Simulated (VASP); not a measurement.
# TaN (P-6m2) in VASP: notebook

Runs on TaN. Level: r2SCAN. Tasks: relaxation of cell and atoms, relaxation of shape and atoms at fixed volume.

Everything below comes from runs of VASP 6.6.1. Logs are shortened: lines on timing, memory, paths and dates and some standing lists are left out, and cuts for length are marked.

### 1 The cell of the first run

Symmetry: P-6m2, No. 187, hexagonal system. Conventional cell: a = 2.938 Å, b = 2.938 Å, c = 2.883 Å, α = 90.00°, β = 90.00°, γ = 120.00°. Ta (site symmetry -6m2) has 6 N at 2.23 Å and 2 Ta at 2.88 Å within 2.9 Å. Within 2.9 Å of N (site symmetry -6m2) lie 6 Ta at 2.23 Å and 2 N at 2.88 Å.

### 2 Relaxation of cell and atoms, r2SCAN

File POSCAR:

```
TaN
1.0
    2.9380000000      0.0000000000      0.0000000000
   -1.4690000000      2.5443826363      0.0000000000
    0.0000000000      0.0000000000      2.8830000000
Ta N
1 1
Direct
    0.3333333333      0.6666666667      0.5000000000
    0.0000000000      0.0000000000      0.0000000000
```

File INCAR.step1:

```
SYSTEM = TaN
PREC = Accurate ; ENCUT = 600
ISMEAR = 0 ; SIGMA = 0.1
LREAL = .False. ; LASPH = .True.
NELM = 100 ; GGA = PE
ALGO = Normal ; EDIFF = 1E-4
LWAVE = .True. ; LCHARG = .False.
```

File INCAR.step2:

```
SYSTEM = TaN
PREC = Accurate ; ENCUT = 600
EDIFF = 1E-6 ; ISMEAR = 0
SIGMA = 0.1 ; LREAL = .False.
LASPH = .True. ; NELM = 100
ALGO = Normal ; ISIF = 3
LWAVE = .False. ; LCHARG = .False.
METAGGA = R2SCAN ; LMIXTAU = .True.
IBRION = 2 ; NSW = 100
EDIFFG = -0.005 ; ISTART = 1
```

File KPOINTS:

```
regular mesh
0
Gamma
  18 18 14
  0 0 0
```

Potentials or basis: VASP PAW PBE potentials, release 64 (Ta_pv, N).

Command:

```sh
$ cat potpaw_PBE.64/Ta_pv/POTCAR potpaw_PBE.64/N/POTCAR > POTCAR
$ cp INCAR.step1 INCAR
$ mpirun -np 1 vasp_std > vasp.out
$ cp INCAR.step2 INCAR
$ mpirun -np 1 vasp_std > vasp.out
```

OUTCAR:

```text
SYSTEM = TaN
   PREC = Accurate
   ENCUT = 600
   EDIFF = 1E-6
   ISMEAR = 0
   LREAL = .False.
   LASPH = .True.
   NELM = 100
   ISIF = 3
   METAGGA = R2SCAN
   IBRION = 2
   NSW = 100
   EDIFFG = -0.005
   ISTART = 1

 ion  position               nearest neighbor table
   1  0.333  0.667  0.500-   2 2.23   2 2.23   2 2.23   2 2.23   2 2.23   2 2.23
   2  0.000  0.000  0.000-   1 2.23   1 2.23   1 2.23   1 2.23   1 2.23   1 2.23

  LATTYP: Found a hexagonal cell.
 ALAT       =     2.9380000000
 C/A-ratio  =     0.9812797822

  Lattice vectors:

 A1 = (   2.9380000000,   0.0000000000,   0.0000000000)
 A2 = (  -1.4690000000,   2.5443826363,   0.0000000000)
 A3 = (   0.0000000000,   0.0000000000,   2.8830000000)

Analysis of symmetry for initial positions (statically):
=====================================================================
 Subroutine PRICEL returns:
 Original cell was already a primitive cell.

 Routine SETGRP: Setting up the symmetry group for a
 hexagonal supercell.

 Subroutine GETGRP returns: Found 12 space group operations
 (whereof 12 operations were pure point group operations)
 out of a pool of 24 trial point group operations.

The static configuration has the point symmetry D_3h.

Analysis of symmetry for dynamics (positions and initial velocities):
=====================================================================
 Subroutine PRICEL returns:
 Original cell was already a primitive cell.

 Routine SETGRP: Setting up the symmetry group for a
 hexagonal supercell.

 Subroutine GETGRP returns: Found 12 space group operations
 (whereof 12 operations were pure point group operations)
 out of a pool of 24 trial point group operations.

The dynamic configuration has the point symmetry D_3h.

 Subroutine INISYM returns: Found 12 space group operations
 (whereof 12 operations are pure point group operations),
 and found     1 'primitive' translations

----------------------------------------------------------------------------------------

                                     Primitive cell

  volume of cell :      21.5516

  direct lattice vectors                    reciprocal lattice vectors
     2.938000000  0.000000000  0.000000000     0.340367597  0.196511324  0.000000000
    -1.469000000  2.544382636  0.000000000     0.000000000  0.393022648  0.000000000
     0.000000000  0.000000000  2.883000000     0.000000000  0.000000000  0.346860909

[... 98 lines left out ...]
   ISMEAR =     0;   SIGMA  =   0.10  broadening in eV -4-tet -1-fermi 0-gaus
   EFERMI_NEDOS =   21; number of points for ismear=-14 and -15
   IALGO  =     38    algorithm
   IMIX   =      4    mixing-type and parameters
     AMIX     =   0.40;   BMIX     =  1.00
     AMIX_MAG =   1.60;   BMIX_MAG =  1.00
  volume/ion in A,a.u.               =      10.78        72.72
  Fermi-wavevector in a.u.,A,eV,Ry     =   1.482365  2.801264 29.897531  2.197407
  Thomas-Fermi vector in A             =   2.596160
   LORBIT       =      0    0 simple, 1 ext, 2 COOP (PROOUT), +10 PAW based schemes
   METAGGA = R2SCAN    functional components
   LHFCALC =     F    Hartree Fock is set to
   AEXX    =    0.0000 exact exchange contribution
   IVDW    =     0    specifies the selected vdW correction
   LEPSILON=     F    determine dielectric tensor
   LRPA    =     F    only Hartree local field effects (RPA)
 conjugate gradient relaxation of ions
 non-spin polarized calculation
 Gauss-broadening in eV      SIGMA  =   0.10
  energy-cutoff  :      600.00
  volume of cell :       21.55
 maximum number of plane-waves:       736
 NGX is ok and might be reduce to    24
   NGX = 11   NGY = 11   NGZ = 11

--------------------------------------- Ionic step        1  -------------------------------------------

 number of electron      16.0000001 magnetization

 Free energy of the ion-electron system (eV)
  ---------------------------------------------------
  ext. energy  EPLUGINS =         0.00000000
  ---------------------------------------------------
  free energy    TOTEN  =       -60.39632451 eV

  energy without entropy =      -60.39607719  energy(sigma->0) =      -60.39620085

------------------------ aborting loop because EDIFF is reached ----------------------------------------

  FORCE on cell =-STRESS in cart. coord.  units (eV):
  Direction    XX          YY          ZZ          XY          YZ          ZX
  --------------------------------------------------------------------------------------
  -------------------------------------------------------------------------------------
  Total        0.1459869      0.1459869      0.2761894      0.0000000     -0.0000000      0.0000000
  in kB       10.8528929     10.8528929     20.5323546      0.0000000     -0.0000000      0.0000000
  external PRESSURE =      14.0793802 kB  Pullay stress =       0.0000000 kB
[... 239 lines left out ...]
--------------------------------------- Ionic step        8  -------------------------------------------

 number of electron      16.0000001 magnetization

 Free energy of the ion-electron system (eV)
  ---------------------------------------------------
  ext. energy  EPLUGINS =         0.00000000
  ---------------------------------------------------
  free energy    TOTEN  =       -60.39673895 eV

  energy without entropy =      -60.39649109  energy(sigma->0) =      -60.39661502

 E-fermi :   8.1771     XC(G=0): -14.3246

 val. band max:        8.1465953332   @ k =   0.0000   0.0000   0.4286
 cond. band min:       8.2065651311   @ k =   0.0556   0.0000   0.5000
 fundamental gap:      0.0599697979
 Fermi energy:         8.1770991824

 k-point     1 :       0.0000    0.0000    0.0000
  band No.  band energies     occupation
      1     -27.9763      2.00000
      2     -27.7141      2.00000
      3     -27.7141      2.00000
      4     -10.5998      2.00000
      5       3.3766      2.00000
      6       3.3766      2.00000
      7       3.7979      2.00000
      8       5.0306      2.00000
      9      10.6472      0.00000
     10      11.9081      0.00000
     11      11.9081      0.00000
     12      12.3839      0.00000
[... 331 lines left out ...]
 k-point    24 :       0.3889    0.1111    0.0000
  band No.  band energies     occupation
      1     -28.7072      2.00000
      2     -28.0249      2.00000
      3     -27.8304      2.00000
      4      -8.3229      2.00000
      5      -0.1996      2.00000
      6       2.7928      2.00000
      7       3.7192      2.00000
      8       5.7616      2.00000
      9      10.6785      0.00000
     10      11.3393      0.00000
     11      12.8998      0.00000
     12      14.5317      0.00000

 [... further k-points ...]
[... 5 lines left out ...]
  --------------------------------------------------------------------------------------
  -------------------------------------------------------------------------------------
  Total        0.0007341      0.0007341      0.0069243      0.0000000      0.0000000      0.0000000
  in kB        0.0543728      0.0543728      0.5128436      0.0000000      0.0000000      0.0000000
  external PRESSURE =       0.2071964 kB  Pullay stress =       0.0000000 kB
[... 17 lines left out ...]
  FREE ENERGIE OF THE ION-ELECTRON SYSTEM (eV)
  ---------------------------------------------------
  free  energy   TOTEN  =       -60.3967389469 eV

  energy  without entropy=      -60.3964910905  energy(sigma->0) =      -60.39661502

 reached required accuracy - stopping structural energy minimisation
```

OUTCAR.step1:

```text
SYSTEM = TaN
   PREC = Accurate
   ENCUT = 600
   ISMEAR = 0
   LREAL = .False.
   LASPH = .True.
[... 583 lines left out ...]
     -0.00000      1.69626      1.44150        -0.000000      0.000000      0.000000
      0.00000      0.00000      0.00000         0.000000      0.000000      0.000000
 -----------------------------------------------------------------------------------
    total drift:                                0.000000     -0.000000     -0.000000

  FREE ENERGIE OF THE ION-ELECTRON SYSTEM (eV)
  ---------------------------------------------------
  free  energy   TOTEN  =       -22.4425595331 eV

  energy  without entropy=      -22.4423078691  energy(sigma->0) =      -22.44243370
```

OSZICAR.step1:

```text
N       E                     dE             d eps       ncg     rms          rms(c)
DAV:   1     0.982858440531E+02    0.98286E+02   -0.10095E+04  7104   0.157E+03
DAV:   2    -0.207446779838E+02   -0.11903E+03   -0.11270E+03  8128   0.371E+02
DAV:   3    -0.249308300838E+02   -0.41862E+01   -0.41194E+01  8872   0.651E+01
DAV:   4    -0.249817731274E+02   -0.50943E-01   -0.50754E-01  7932   0.690E+00
DAV:   5    -0.249823441100E+02   -0.57098E-03   -0.57070E-03  8604   0.637E-01    0.235E+01
DAV:   6    -0.225515009492E+02    0.24308E+01   -0.87644E+00  8640   0.305E+01    0.100E+01
DAV:   7    -0.224693903575E+02    0.82111E-01   -0.50043E-01  8060   0.681E+00    0.685E+00
DAV:   8    -0.224487784298E+02    0.20612E-01   -0.15689E-01  8064   0.400E+00    0.126E+00
DAV:   9    -0.224425730319E+02    0.62054E-02   -0.19773E-02  8156   0.123E+00    0.222E-01
DAV:  10    -0.224425898717E+02   -0.16840E-04   -0.10206E-03  8268   0.398E-01    0.648E-02
DAV:  11    -0.224425595331E+02    0.30339E-04   -0.83550E-05  3896   0.109E-01
   1 F= -.22442560E+02 E0= -.22442434E+02  d E =-.251664E-03
```

Wall time 14 min (1 thread of Intel Xeon Platinum 8259CL at 2.50GHz (Skylake/Cascade Lake), shared host); peak memory 0.24 GiB.

Results:

```
Free energy                            : -60.3967 eV
Relaxed volume                         : 10.82 Å³/atom
Relaxed cell                           : a = 2.941 Å, b = 2.941 Å, c = 2.889 Å, α = 90.00°, β = 90.00°, γ = 120.00°
Space group after relaxing (to 0.05 Å) : P-6m2 (No. 187)
Energy gained by relaxing              : 0.2 meV/atom
Ionic steps                            : 8
Pressure after relaxing                : 0.0 GPa
Band gap on the k mesh                 : zero (band 8 reaches 8.35 eV, above the bottom of band 9 at 8.09 eV)
```

Step by step:
| step | energy change (eV) | largest force (eV/Å) | pressure (GPa) | volume (Å³) |
| --- | --- | --- | --- | --- |
| 1 | 0.0000 | 0.0000 | 1.41 | 21.55 |
| 2 | 0.0021 | 0.0000 | -3.53 | 21.85 |
| 3 | -0.0004 | 0.0000 | -0.02 | 21.64 |
| 4 | -0.0004 | 0.0000 | -0.02 | 21.64 |
| 5 | 0.0003 | 0.0000 | -1.81 | 21.74 |
| 6 | -0.0004 | 0.0000 | -0.08 | 21.64 |
| 7 | -0.0004 | 0.0000 | 0.15 | 21.62 |
| 8 | -0.0004 | 0.0000 | 0.02 | 21.63 |

Final structure:
```cif
data_structure
_symmetry_space_group_name_H-M 'P 1'
_symmetry_Int_Tables_number 1
_cell_length_a 2.9405
_cell_length_b 2.9405
_cell_length_c 2.8888
_cell_angle_alpha 90.000
_cell_angle_beta 90.000
_cell_angle_gamma 120.000
_cell_volume 21.63
loop_
_atom_site_label
_atom_site_type_symbol
_atom_site_fract_x
_atom_site_fract_y
_atom_site_fract_z
_atom_site_occupancy
Ta1 Ta 0.33333 0.66667 0.50000 1
N1 N 0.00000 0.00000 0.00000 1
```

Caveat: the PAW data sets were made with another functional, which shifts forces and pressure a little; spin-orbit coupling is left out, which moves the levels of the heavy elements. Zero-point motion and thermal expansion aren't in these numbers.

### 3 Relaxation of shape and atoms at fixed volume, r2SCAN (volume scaled by 1.03)

File POSCAR:

```
TaN
1.0
    2.9652271513      0.0000000000      0.0000000000
   -1.4826135756      2.5679620410      0.0000000000
    0.0000000000      0.0000000000      2.9131811686
Ta N
1 1
Direct
    0.3333333333      0.6666666667      0.5000000000
    0.0000000000      0.0000000000      0.0000000000
```

File INCAR.step1:

```
PREC = Accurate
ENCUT = 600
ISMEAR = 0
SIGMA = 0.1
LREAL = False
LASPH = True
NELM = 80
GGA = PE
ALGO = Normal
EDIFF = 1E-4
LWAVE = True
LCHARG = False
```

File INCAR.step2:

```
PREC = Accurate
ENCUT = 600
EDIFF = 1E-7
ISMEAR = 0
SIGMA = 0.1
LREAL = False
LASPH = True
NELM = 80
ALGO = Normal
ISIF = 4
LWAVE = False
LCHARG = False
METAGGA = R2SCAN
LMIXTAU = True
IBRION = 2
NSW = 50
EDIFFG = -0.01
ISTART = 1
```

File KPOINTS:

```
regular mesh
0
Gamma
  18 18 14
```

Potentials or basis: VASP PAW PBE potentials, release 64 (Ta_pv, N).

Command:

```sh
$ cat potpaw_PBE.64/Ta_pv/POTCAR potpaw_PBE.64/N/POTCAR > POTCAR
$ cp INCAR.step1 INCAR
$ mpirun -np 1 vasp_std > vasp.out
$ cp INCAR.step2 INCAR
$ mpirun -np 1 vasp_std > vasp.out
```

Wall time 3.8 min (1 thread of Intel Xeon 6975P-C (Granite Rapids), shared host); peak memory 0.24 GiB.

The run converged. Its results:

* Free energy: -60.3823 eV
* Energy gained by relaxing: 0.0 meV/atom
* Ionic steps: 3
* Pressure after relaxing: -8.5 GPa
* Band gap on the k mesh: zero (band 8 reaches 8.09 eV, above the bottom of band 9 at 7.84 eV)

Final structure:
```cif
data_structure
_symmetry_space_group_name_H-M 'P 1'
_symmetry_Int_Tables_number 1
_cell_length_a 2.9667
_cell_length_b 2.9667
_cell_length_c 2.9103
_cell_angle_alpha 90.000
_cell_angle_beta 90.000
_cell_angle_gamma 120.000
_cell_volume 22.18
loop_
_atom_site_label
_atom_site_type_symbol
_atom_site_fract_x
_atom_site_fract_y
_atom_site_fract_z
_atom_site_occupancy
Ta1 Ta 0.33333 0.66667 0.50000 1
N1 N 0.00000 0.00000 0.00000 1
```

Levels at points of the mesh, in eV from the Fermi level:
```
           k point  band 5  band 6  band 7  band 8  band 9  band 10  band 11  band 12
(0.00, 0.00, 0.00)   -4.70   -4.70   -4.26   -3.10    2.26     3.62     3.62     4.06
(0.50, 0.00, 0.00)   -8.45   -5.30   -3.49   -3.35    3.10     3.97     5.23     5.38
(0.00, 0.00, 0.50)   -9.54   -3.87   -3.87   -0.08   -0.08     2.30     3.53     3.53
(0.50, 0.00, 0.50)   -7.47   -6.34   -5.78   -0.57    4.26     5.25     5.85     7.19
```

Caveat: the cell differs from its parent crystal (volume scaled by 1.03); the PAW data sets were made with another functional, which shifts forces and pressure a little; spin-orbit coupling is left out, which moves the levels of the heavy elements.
